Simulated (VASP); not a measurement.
# TeF3 (P4/mmm) in VASP: further runs, part 2 of 2

VASP 6.6.1.

## 3. Relaxation of cell and atoms, PBE

This run uses another cell than the first one, of 22.81 Å³/atom.

INCAR reads:

```
SYSTEM = TeF3
PREC = Accurate
ENCUT = 600
EDIFF = 1E-6
ISMEAR = 0
SIGMA = 0.1
LREAL = .False.
LASPH = .True.
NELM = 60
ALGO = Normal
ISIF = 3
LWAVE = .False.
LCHARG = .False.
GGA = PE
IBRION = 2
NSW = 90
EDIFFG = -0.04
```

KPOINTS reads:

```
Automatic mesh
0
Gamma
  6 6 4
  0 0 0
```

POSCAR reads:

```
TeF3
1.0
    3.6262682352      0.0000000000      0.0000000000
    0.0000000000      3.6262682352      0.0000000000
    0.0000000000      0.0000000000      6.9393285235
Te F
1 3
Direct
    0.0000000000      0.0000000000      0.0000000000
    0.0000000000      0.0000000000      0.2835750017
    0.0000000000      0.0000000000      0.7164249983
    0.5000000000      0.5000000000      0.0000000000
```

Potentials or basis: VASP PAW PBE potentials, release 64 (Te, F).

Run with:

```
> cat potpaw_PBE.64/Te/POTCAR potpaw_PBE.64/F/POTCAR > POTCAR
> mpirun -np 1 vasp_std > vasp.out
```

OUTCAR:

```text
SYSTEM = TeF3
   PREC = Accurate
   ENCUT = 600
   EDIFF = 1E-6
   ISMEAR = 0
   LREAL = .False.
   LASPH = .True.
   NELM = 60
   ISIF = 3
   GGA = PE
   IBRION = 2
   NSW = 90
   EDIFFG = -0.04

 ion  position               nearest neighbor table
   1  0.000  0.000  0.000-   2 1.97   3 1.97   4 2.56   4 2.56   4 2.56   4 2.56
   2  0.000  0.000  0.284-   1 1.97
   3  0.000  0.000  0.716-   1 1.97
   4  0.500  0.500  0.000-   1 2.56   1 2.56   1 2.56   1 2.56

  LATTYP: Found a simple tetragonal cell.
 ALAT       =     3.6262682352
 C/A-ratio  =     1.9136280257

  Lattice vectors:

 A1 = (   3.6262682352,   0.0000000000,   0.0000000000)
 A2 = (   0.0000000000,   3.6262682352,   0.0000000000)
 A3 = (   0.0000000000,   0.0000000000,   6.9393285235)

Analysis of symmetry for initial positions (statically):
=====================================================================
 Subroutine PRICEL returns:
 Original cell was already a primitive cell.

 Routine SETGRP: Setting up the symmetry group for a
 simple tetragonal supercell.

 Subroutine GETGRP returns: Found 16 space group operations
 (whereof 16 operations were pure point group operations)
 out of a pool of 16 trial point group operations.

The static configuration has the point symmetry D_4h.

Analysis of symmetry for dynamics (positions and initial velocities):
=====================================================================
 Subroutine PRICEL returns:
 Original cell was already a primitive cell.

 Routine SETGRP: Setting up the symmetry group for a
 simple tetragonal supercell.

 Subroutine GETGRP returns: Found 16 space group operations
 (whereof 16 operations were pure point group operations)
 out of a pool of 16 trial point group operations.

The dynamic configuration has the point symmetry D_4h.

 Subroutine INISYM returns: Found 16 space group operations
 (whereof 16 operations are pure point group operations),
 and found     1 'primitive' translations
[... 128 lines left out ...]
   LEPSILON=     F    determine dielectric tensor
   LRPA    =     F    only Hartree local field effects (RPA)
 conjugate gradient relaxation of ions
 non-spin polarized calculation
 Gauss-broadening in eV      SIGMA  =   0.10
  energy-cutoff  :      600.00
  volume of cell :       91.25
 maximum number of plane-waves:      3088
 NGX is ok and might be reduce to    30
   NGX = 15   NGY = 15   NGZ = 27

--------------------------------------- Ionic step        1  -------------------------------------------

 number of electron      26.9999973 magnetization

 Free energy of the ion-electron system (eV)
  ---------------------------------------------------
  ext. energy  EPLUGINS =         0.00000000
  ---------------------------------------------------
  free energy    TOTEN  =       -14.48057880 eV

  energy without entropy =      -14.48002742  energy(sigma->0) =      -14.48030311

------------------------ aborting loop because EDIFF is reached ----------------------------------------

  FORCE on cell =-STRESS in cart. coord.  units (eV):
  Direction    XX          YY          ZZ          XY          YZ          ZX
  --------------------------------------------------------------------------------------
  -------------------------------------------------------------------------------------
  Total       -0.2786184     -0.2786184      0.1291867      0.0000000      0.0000000      0.0000000
  in kB       -4.8919620     -4.8919620      2.2682515      0.0000000      0.0000000      0.0000000
  external PRESSURE =      -2.5052241 kB  Pullay stress =       0.0000000 kB
[... 139 lines left out ...]
--------------------------------------- Ionic step        5  -------------------------------------------

 number of electron      26.9999979 magnetization

 Free energy of the ion-electron system (eV)
  ---------------------------------------------------
  ext. energy  EPLUGINS =         0.00000000
  ---------------------------------------------------
  free energy    TOTEN  =       -14.48204715 eV

  energy without entropy =      -14.48153289  energy(sigma->0) =      -14.48179002

 E-fermi :  -0.5265     XC(G=0):  -7.3317

 val. band max:       -0.7104791234   @ k =   0.3333   0.1667   0.5000
 cond. band min:      -0.3566715408   @ k =   0.3333   0.3333   0.0000
 fundamental gap:      0.3538075826
 Fermi energy:        -0.5265400651

 k-point     1 :       0.0000    0.0000    0.0000
  band No.  band energies     occupation
      1     -24.0934      2.00000
      2     -22.9773      2.00000
      3     -22.9765      2.00000
      4     -11.7700      2.00000
      5      -6.3672      2.00000
      6      -6.3625      2.00000
[... 457 lines left out ...]
      4     -12.1163      2.00000
      5      -6.3219      2.00000
      6      -5.6736      2.00000
[... 9 lines left out ...]
     16       3.8253      0.00000
     17       8.1390      0.00000

 [... further k-points ...]

------------------------ aborting loop because EDIFF is reached ----------------------------------------

  FORCE on cell =-STRESS in cart. coord.  units (eV):
  Direction    XX          YY          ZZ          XY          YZ          ZX
  --------------------------------------------------------------------------------------
  -------------------------------------------------------------------------------------
  Total        0.0153166      0.0153166     -0.0081583      0.0000000      0.0000000      0.0000000
  in kB        0.2714524      0.2714524     -0.1445875      0.0000000      0.0000000      0.0000000
  external PRESSURE =       0.1327724 kB  Pullay stress =       0.0000000 kB
[... 19 lines left out ...]
  FREE ENERGIE OF THE ION-ELECTRON SYSTEM (eV)
  ---------------------------------------------------
  free  energy   TOTEN  =       -14.4820471456 eV

  energy  without entropy=      -14.4815328901  energy(sigma->0) =      -14.48179002

 reached required accuracy - stopping structural energy minimisation
```

OSZICAR:

```text
N       E                     dE             d eps       ncg     rms          rms(c)
DAV:   1     0.208282077473E+03    0.20828E+03   -0.14269E+04  1020   0.150E+03
DAV:   2    -0.455217736125E+01   -0.21283E+03   -0.20999E+03  1363   0.337E+02
DAV:   3    -0.179456093955E+02   -0.13393E+02   -0.13283E+02  1212   0.930E+01
[... 47 lines left out ...]
DAV:   2    -0.144825087664E+02    0.36607E-02   -0.25047E-02  1046   0.134E+00    0.196E-01
DAV:   3    -0.144821317815E+02    0.37698E-03   -0.16618E-03  1046   0.346E-01    0.104E-01
DAV:   4    -0.144820832210E+02    0.48560E-04   -0.10535E-04  1209   0.738E-02    0.410E-02
DAV:   5    -0.144820476537E+02    0.35567E-04   -0.87028E-05  1203   0.668E-02    0.561E-02
DAV:   6    -0.144820471456E+02    0.50816E-06   -0.27736E-06  1055   0.140E-02
   5 F= -.14482047E+02 E0= -.14481790E+02  d E =-.326507E-03
```

CONTCAR:

```text
TeF3
   1.00000000000000
     3.6079382925473711    0.0000000000000000    0.0000000000000000
     0.0000000000000000    3.6079382925473711   -0.0000000000000000
     0.0000000000000000    0.0000000000000000    6.9448254368884381
  Te              F
     1     3
Direct
     0.0000000000000000    0.0000000000000000    0.0000000000000000
     0.0000000000000000    1.0000000000000000    0.2836481155445685
     0.0000000000000000    0.0000000000000000    0.7163518844554316
     0.5000000000000000    0.5000000000000000    0.0000000000000000

  0.00000000E+00  0.00000000E+00  0.00000000E+00
  0.00000000E+00  0.00000000E+00  0.00000000E+00
  0.00000000E+00  0.00000000E+00  0.00000000E+00
  0.00000000E+00  0.00000000E+00  0.00000000E+00
```

It took 84 s on 1 thread of Intel Xeon 6975P-C (Granite Rapids), shared host; peak memory 0.25 GiB.

What came out:

* Free energy: -14.4820 eV
* Relaxed volume: 22.60 Å³/atom
* Relaxed cell: a = 3.608 Å, b = 3.608 Å, c = 6.945 Å, α = 90.00°, β = 90.00°, γ = 90.00°
* Space group after relaxing (to 0.1 Å): P4/mmm (No. 123)
* Energy gained by relaxing: 0.4 meV/atom
* Ionic steps: 5
* Pressure after relaxing: 0.0 GPa
* Largest force after relaxing: 0.007 eV/Å
* Band gap on the k mesh: zero (an odd number of electrons rules out a gap without spin polarisation)

Forces on the atoms (eV/Å):
```
Te   0.000  0.000  0.000
F    0.000  0.000 -0.007
F    0.000  0.000  0.007
F    0.000  0.000  0.000
```

Step by step:
| step | energy change (eV) | largest force (eV/Å) | pressure (GPa) | volume (Å³) |
| --- | --- | --- | --- | --- |
| 1 | 0.0000 | 0.0289 | -0.25 | 91.25 |
| 2 | -0.0011 | 0.0621 | -0.26 | 90.78 |
| 3 | -0.0011 | 0.0695 | -0.26 | 90.74 |
| 4 | -0.0012 | 0.0580 | 0.20 | 90.05 |
| 5 | -0.0015 | 0.0074 | 0.01 | 90.40 |

Final structure:
```yaml
crystal:
  lattice:
    - [3.60794, 0.00000, 0.00000]
    - [0.00000, 3.60794, 0.00000]
    - [0.00000, 0.00000, 6.94483]
  atoms:
    - { symbol: Te, position: [0.00000, 0.00000, 0.00000] }
    - { symbol: F, position: [0.00000, 0.00000, 0.28365] }
    - { symbol: F, position: [0.00000, 0.00000, 0.71635] }
    - { symbol: F, position: [0.50000, 0.50000, 0.00000] }
```

Caveat: spin-orbit coupling is left out, which moves the levels of the heavy elements; this functional lacks dispersion, which binds layers or chains, so the pressure and a relaxed spacing across them are unreliable; an odd number of electrons without spin polarisation forces a metal; a magnetic or distorted state may lie lower.

The gap in the log of VASP goes by the Fermi energy; the results here count the filled bands.